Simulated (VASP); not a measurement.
# PtF2 (Cmmm) in VASP: further runs, part 2 of 2

VASP 6.6.1. The steps go on from the part before.

### 5 Single point, PBE

This run uses another cell than the first one, of 21.06 Å³/atom, 1.092 times its volume.

INCAR reads:

```
ALGO = Normal
EDIFF = 1E-6
ENCUT = 520
GGA = PE
ISIF = 2
ISMEAR = 0
LASPH = True
LCHARG = False
LREAL = False
LWAVE = False
NBANDS = 19
NELM = 80
PREC = Accurate
SIGMA = 0.02
```

KPOINTS reads:

```
k-points
0
Gamma
  6 6 10
```

POSCAR reads:

```
PtF2
1.0
    2.9572437471     -3.4322621101      0.0000000000
    2.9572437471      3.4322621101      0.0000000000
    0.0000000000      0.0000000000      3.1120110748
Pt F
1 2
Direct
    0.5000000000      0.5000000000      0.5000000000
    0.7178514014      0.7178514014      0.0000000000
    0.2821485986      0.2821485986      0.0000000000
```

Potentials or basis: VASP PAW PBE potentials, release 64 (Pt, F).

Launch:

```
$ cat potpaw_PBE.64/Pt/POTCAR potpaw_PBE.64/F/POTCAR > POTCAR
$ mpirun -np 1 vasp_std > vasp.out
```

OUTCAR:

```text
EDIFF = 1E-6
   ENCUT = 520
   GGA = PE
   ISIF = 2
   ISMEAR = 0
   LASPH = True
   LREAL = False
   NELM = 80
   PREC = Accurate

 ion  position               nearest neighbor table
   1  0.500  0.500  0.500-   2 2.02   3 2.02   2 2.02   3 2.02
   2  0.718  0.718  0.000-   1 2.02   1 2.02
   3  0.282  0.282  0.000-   1 2.02   1 2.02

  LATTYP: Found a base centered orthorhombic cell.
 ALAT       =     5.9144874942
 B/A-ratio  =     1.1606287488
 C/A-ratio  =     0.5261674960

  Lattice vectors:

 A1 = (   2.9572437471,  -3.4322621101,   0.0000000000)
 A2 = (   2.9572437471,   3.4322621101,   0.0000000000)
 A3 = (   0.0000000000,   0.0000000000,   3.1120110748)

Analysis of symmetry for initial positions (statically):
=====================================================================
 Subroutine PRICEL returns:
 Original cell was already a primitive cell.

 Routine SETGRP: Setting up the symmetry group for a
 base centered orthorhombic supercell.

 Subroutine GETGRP returns: Found  8 space group operations
 (whereof  8 operations were pure point group operations)
 out of a pool of  8 trial point group operations.

The static configuration has the point symmetry D_2h.

Analysis of symmetry for dynamics (positions and initial velocities):
=====================================================================
 Subroutine PRICEL returns:
 Original cell was already a primitive cell.

 Routine SETGRP: Setting up the symmetry group for a
 base centered orthorhombic supercell.

 Subroutine GETGRP returns: Found  8 space group operations
 (whereof  8 operations were pure point group operations)
 out of a pool of  8 trial point group operations.

The dynamic configuration has the point symmetry D_2h.
[... 108 lines left out ...]
   ISYM   =      2    0-nonsym 1-usesym 2-fastsym
   POTIM  = 0.5000    time-step for ionic-motion
   TEBEG  =    0.0;   TEEND  =   0.0 temperature during run
   PSTRESS=    0.0 pullay stress
   NELECT =      24.0000    total number of electrons
   NUPDOWN=      -1.0000    fix difference up-down
   EMIN   =  10.00;   EMAX   =-10.00  energy-range for DOS
   EFERMI =   0.00;   METHOD = LEGACY
   ISMEAR =     0;   SIGMA  =   0.02  broadening in eV -4-tet -1-fermi 0-gaus
   EFERMI_NEDOS =   21; number of points for ismear=-14 and -15
   IALGO  =     38    algorithm
   IMIX   =      4    mixing-type and parameters
     AMIX     =   0.40;   BMIX     =  1.00
     AMIX_MAG =   1.60;   BMIX_MAG =  1.00
  volume/ion in A,a.u.               =      21.06       142.11
  Fermi-wavevector in a.u.,A,eV,Ry     =   1.185675  2.240601 19.127415  1.405825
  Thomas-Fermi vector in A             =   2.321864
   LORBIT       =      0    0 simple, 1 ext, 2 COOP (PROOUT), +10 PAW based schemes
   GGA     = PE    functional components
   LHFCALC =     F    Hartree Fock is set to
   AEXX    =    0.0000 exact exchange contribution
   IVDW    =     0    specifies the selected vdW correction
   LEPSILON=     F    determine dielectric tensor
   LRPA    =     F    only Hartree local field effects (RPA)
 non-spin polarized calculation
 Gauss-broadening in eV      SIGMA  =   0.02
  energy-cutoff  :      520.00
  volume of cell :       63.17
 maximum number of plane-waves:      1717
 NGX is ok and might be reduce to    36
   NGX = 17   NGY = 17   NGZ = 11

 number of electron      24.0000006 magnetization

 Free energy of the ion-electron system (eV)
  ---------------------------------------------------
  ext. energy  EPLUGINS =         0.00000000
  ---------------------------------------------------
  free energy    TOTEN  =       -12.12842629 eV

  energy without entropy =      -12.12842629  energy(sigma->0) =      -12.12842629

 E-fermi :  -0.2046     XC(G=0):  -7.9047

 val. band max:       -0.3777253412   @ k =   0.5000   0.5000   0.0000
 cond. band min:       0.7841892030   @ k =   0.3333   0.1667   0.5000
 fundamental gap:      1.1619145442
 Fermi energy:        -0.2045840939

 k-point     1 :       0.0000    0.0000    0.0000
  band No.  band energies     occupation
      1     -24.5543      2.00000
      2     -23.9245      2.00000
      3      -7.9665      2.00000
      4      -7.8932      2.00000
      5      -5.6178      2.00000
      6      -5.5633      2.00000
[... 505 lines left out ...]
      6      -5.4605      2.00000
[... 11 lines left out ...]
     18      14.4851      0.00000
     19      15.7494      0.00000

 [... further k-points ...]
[... 5 lines left out ...]
  --------------------------------------------------------------------------------------
  -------------------------------------------------------------------------------------
  Total        0.1540371     -0.0849955      0.2760618     -0.0000000      0.0000000      0.0000000
  in kB        3.9065848     -2.1555977      7.0012912     -0.0000000      0.0000000      0.0000000
  external PRESSURE =       2.9174261 kB  Pullay stress =       0.0000000 kB

 VOLUME and BASIS-vectors are now :
 -----------------------------------------------------------------------------
  energy-cutoff  :      520.00
  volume of cell :       63.17
      direct lattice vectors                 reciprocal lattice vectors
     2.957243747 -3.432262110  0.000000000     0.169076357 -0.145676520  0.000000000
     2.957243747  3.432262110  0.000000000     0.169076357  0.145676520  0.000000000
     0.000000000  0.000000000  3.112011075     0.000000000  0.000000000  0.321335617

 POSITION                                       TOTAL-FORCE (eV/Angst)
 -----------------------------------------------------------------------------------
      2.95724      0.00000      1.55601         0.000000     -0.000000      0.000000
      4.24572      0.00000      0.00000         0.095811      0.000000      0.000000
      1.66876      0.00000      0.00000        -0.095811      0.000000     -0.000000
 -----------------------------------------------------------------------------------
    total drift:                                0.000000      0.000000     -0.000000

  FREE ENERGIE OF THE ION-ELECTRON SYSTEM (eV)
  ---------------------------------------------------
  free  energy   TOTEN  =       -12.1284262875 eV

  energy  without entropy=      -12.1284262875  energy(sigma->0) =      -12.12842629
```

stdout:

```text
POSCAR found type information on POSCAR PtF
 POSCAR found :  2 types and       3 ions
 scaLAPACK will be used
 LDA part: xc-table for (Slater+PW92), standard interpolation
 POSCAR, INCAR and KPOINTS ok, starting setup
 FFT: planning ... GRIDC
 FFT: planning ... GRID_SOFT
 FFT: planning ... GRID
 WAVECAR not read
 entering main loop
```

Run time: 27 s. Hardware: 1 thread of Intel Xeon 6975P-C (Granite Rapids), shared host; peak memory 0.23 GiB.

Results:

- Free energy: -12.1284 eV
- Pressure: 0.3 GPa
- Largest force: 0.096 eV/Å
- Band gap on the k mesh: 1.16 eV, indirect (least direct gap 1.27 eV)

Forces in eV/Å, atoms in the order of the input:
```
Pt   0.000  0.000  0.000
F    0.096  0.000  0.000
F   -0.096  0.000  0.000
```

Levels at points of the mesh, in eV from the valence-band top:
```csv
k point,band 10,band 11,band 12,band 13,band 14,band 15
"(0.00, 0.00, 0.00)",-0.79,-0.74,-0.06,2.23,2.75,7.33
"(0.50, 0.00, 0.00)",-0.80,-0.48,-0.04,2.21,3.93,5.22
"(0.50, 0.50, 0.00)",-0.82,-0.37,0.00,2.23,4.57,5.70
"(0.00, 0.00, 0.50)",-1.21,-0.30,-0.30,1.27,6.54,7.55
"(0.50, 0.00, 0.50)",-1.07,-0.23,-0.15,1.16,6.94,7.27
"(0.50, 0.50, 0.50)",-0.96,-0.20,-0.03,1.24,6.68,7.30
```

Caveat: spin-orbit coupling is left out, which moves the levels of the heavy elements. A k mesh can miss the band edges.

### 6 Single point, PBEsol

This run uses another cell than the first one, of 21.06 Å³/atom, 1.092 times its volume.

INCAR reads:

```
PREC = Accurate ; ENCUT = 520
EDIFF = 1E-6 ; ISMEAR = 0
SIGMA = 0.02 ; LREAL = F
LASPH = T ; NELM = 60
ALGO = Normal ; ISIF = 2
LWAVE = F ; LCHARG = T
GGA = PS ; LELF = T
LVHAR = T ; NBANDS = 19
```

KPOINTS reads:

```
regular mesh
0
Gamma
  6 6 10
```

POSCAR is that of step 5.

Potentials or basis: VASP PAW PBE potentials, release 64 (Pt, F).

Launch:

```
$ cat potpaw_PBE.64/Pt/POTCAR potpaw_PBE.64/F/POTCAR > POTCAR
$ mpirun -np 1 vasp_std > vasp.out
```

It took 25 s on 1 thread of Intel Xeon 6975P-C (Granite Rapids), shared host; peak memory 0.23 GiB.

Results (log left out):

| Property | Result |
| --- | --- |
| Free energy | -12.9492 eV |
| Pressure | -2.8 GPa |
| Largest force | 0.385 eV/Å |
| Band gap on the k mesh | 1.09 eV, indirect (least direct gap 1.20 eV) |

Forces in eV/Å, atoms in the order of the input:
```
Pt   0.000  0.000  0.000
F   -0.385  0.000  0.000
F    0.385  0.000  0.000
```

Stress tensor (GPa, compression positive):
```
-2.99  0.00  0.00
 0.00 -0.57  0.00
 0.00  0.00 -4.90
```

Levels at points of the mesh, in eV from the valence-band top:
```
           k point  band 9  band 10  band 11  band 12  band 13  band 14  band 15  band 16
(0.00, 0.00, 0.00)   -1.46    -0.80    -0.77    -0.06     2.15     2.70     7.26    10.87
(0.50, 0.00, 0.00)   -1.42    -0.82    -0.50    -0.04     2.14     3.85     5.19     9.99
(0.50, 0.50, 0.00)   -1.44    -0.83    -0.38     0.00     2.16     4.48     5.65     7.24
(0.00, 0.00, 0.50)   -1.29    -1.23    -0.30    -0.30     1.19     6.46     7.49    10.33
(0.50, 0.00, 0.50)   -1.27    -1.08    -0.24    -0.16     1.09     6.85     7.23     9.07
(0.50, 0.50, 0.50)   -1.19    -0.97    -0.20    -0.04     1.16     6.61     7.21    10.17
```

Caveat: the PAW data sets were made with another functional, which shifts forces and pressure a little; spin-orbit coupling is left out, which moves the levels of the heavy elements.

### 7 Single point, PBE

INCAR reads:

```
PREC     = Accurate       # precision mode
ENCUT    = 600            # plane-wave cutoff, eV
EDIFF    = 1E-6           # SCF threshold, eV
ISMEAR   = 0              # smearing method
SIGMA    = 0.1            # smearing width, eV
LREAL    = F              # projectors in reciprocal space
LASPH    = T              # aspherical terms in the spheres
NELM     = 120            # most SCF steps
ALGO     = Normal         # electronic algorithm
ISIF     = 2              # what is computed and relaxed
LWAVE    = F              # write WAVECAR
LCHARG   = F              # write CHGCAR
GGA      = PE             # functional
NBANDS   = 23             # bands
GGA_COMPAT= F
```

KPOINTS reads:

```
regular mesh
0
Gamma
  4 4 6
```

POSCAR reads:

```
PtF2
1.0
    2.8619924967     -3.2370228978      0.0000000000
    2.8619924967      3.2370228978      0.0000000000
    0.0000000000      0.0000000000      3.1215172646
Pt F
1 2
Direct
    0.5000000000      0.5000000000      0.5000000000
    0.7241820983      0.7241820983      0.0000000000
    0.2758179017      0.2758179017      0.0000000000
```

Potentials or basis: VASP PAW PBE potentials, release 64 (Pt_sv_GW, F).

Launch:

```
$ cat potpaw_PBE.64/Pt_sv_GW/POTCAR potpaw_PBE.64/F/POTCAR > POTCAR
$ mpirun -np 1 vasp_std > vasp.out
```

Run time: 26 s. Hardware: 1 thread of AMD EPYC 9R45 (Zen 5), shared host; peak memory 0.18 GiB.

Results (log left out):

* Free energy: -12.1454 eV
* Pressure: 0.0 GPa
* Largest force: 0.073 eV/Å
* Band gap on the k mesh: 1.18 eV, indirect (least direct gap 1.30 eV)

Forces in eV/Å, atoms in the order of the input:
```
Pt   0.000  0.000  0.000
F    0.073  0.000  0.000
F   -0.073  0.000  0.000
```

Stress tensor (GPa, compression positive):
```
 0.18  0.00  0.00
 0.00 -0.17  0.00
 0.00  0.00  0.01
```

Levels at points of the mesh, in eV from the valence-band top:
| k point | band 12 | band 13 | band 14 | band 15 | band 16 | band 17 | band 18 | band 19 | band 20 | band 21 |
| --- | --- | --- | --- | --- | --- | --- | --- | --- | --- | --- |
| (0.00, 0.00, 0.00) | -4.29 | -1.40 | -0.81 | -0.80 | -0.10 | 2.30 | 2.72 | 7.54 | 11.65 | 11.75 |
| (0.50, 0.00, 0.00) | -4.55 | -1.35 | -0.83 | -0.46 | -0.06 | 2.28 | 4.06 | 5.30 | 10.72 | 12.54 |
| (0.50, 0.50, 0.00) | -4.26 | -1.37 | -0.86 | -0.35 | 0.00 | 2.31 | 4.85 | 5.95 | 7.41 | 9.40 |
| (0.00, 0.00, 0.50) | -4.42 | -1.30 | -1.29 | -0.36 | -0.32 | 1.32 | 6.51 | 7.60 | 10.81 | 12.25 |
| (0.50, 0.00, 0.50) | -4.23 | -1.28 | -1.06 | -0.22 | -0.16 | 1.19 | 6.96 | 7.18 | 9.40 | 11.62 |
| (0.50, 0.50, 0.50) | -3.94 | -1.15 | -0.92 | -0.17 | -0.03 | 1.28 | 6.57 | 7.37 | 10.27 | 11.05 |

Caveat: spin-orbit coupling is left out, which moves the levels of the heavy elements. A k mesh can miss the band edges.

### 8 Summary

| task | level | potentials or basis | cell | k mesh | cutoff (eV) | smearing | second run | gap on the mesh (eV) | pressure (GPa) | largest force (eV/Å) |
| --- | --- | --- | --- | --- | --- | --- | --- | --- | --- | --- |
| single point | PBE | VASP PAW PBE potentials, release 64 (Pt, F) | a = 4.321, b = 4.321, c = 3.122 Å, angles 90.0, 90.0, 97.0°, 3 atoms | 4 × 4 × 6 | 520 | gaussian 0.1 eV | - | 1.10 | 0.4 | 0.11 |
| single point | PBE | VASP PAW PBE potentials, release 64 (Pt, F) | a = 4.321, b = 4.321, c = 3.122 Å, angles 90.0, 90.0, 97.0°, 3 atoms | 6 × 6 × 4 | 520 | gaussian 0.1 eV | - | 1.10 | 0.4 | 0.10 |
| relaxation of cell and atoms | PBE | VASP PAW PBE potentials, release 64 (Pt, F) | relaxed from a = 4.321, b = 4.321, c = 3.122 Å, angles 90.0, 90.0, 97.0°, 3 atoms | 4 × 4 × 6 | 600 | gaussian 0.1 eV | - | 1.09 | -0.1 | 0.02 |
| single point | PBE | VASP PAW PBE potentials, release 64 (Pt, F) | a = 4.531, b = 4.531, c = 3.112 Å, angles 90.0, 90.0, 98.5°, 3 atoms | 6 × 6 × 10 | 520 | gaussian 0.02 eV | - | 1.16 | 0.3 | 0.10 |
| single point | PBEsol | VASP PAW PBE potentials, release 64 (Pt, F) | a = 4.531, b = 4.531, c = 3.112 Å, angles 90.0, 90.0, 98.5°, 3 atoms | 6 × 6 × 10 | 520 | gaussian 0.02 eV | - | 1.09 | -2.8 | 0.38 |
| single point | PBE | VASP PAW PBE potentials, release 64 (Pt_sv_GW, F) | a = 4.321, b = 4.321, c = 3.122 Å, angles 90.0, 90.0, 97.0°, 3 atoms | 4 × 4 × 6 | 600 | gaussian 0.1 eV | valence_matched | 1.18 | 0.0 | 0.07 |

Alike in all rows: no spin polarisation.

Caveats: some runs use coarse meshes; spin-orbit coupling is left out, which moves the levels of the heavy elements; the PAW data sets were made with another functional, which shifts forces and pressure a little (some runs).

Total energies depend on the potentials used, so only differences within one code and one set of settings carry meaning.
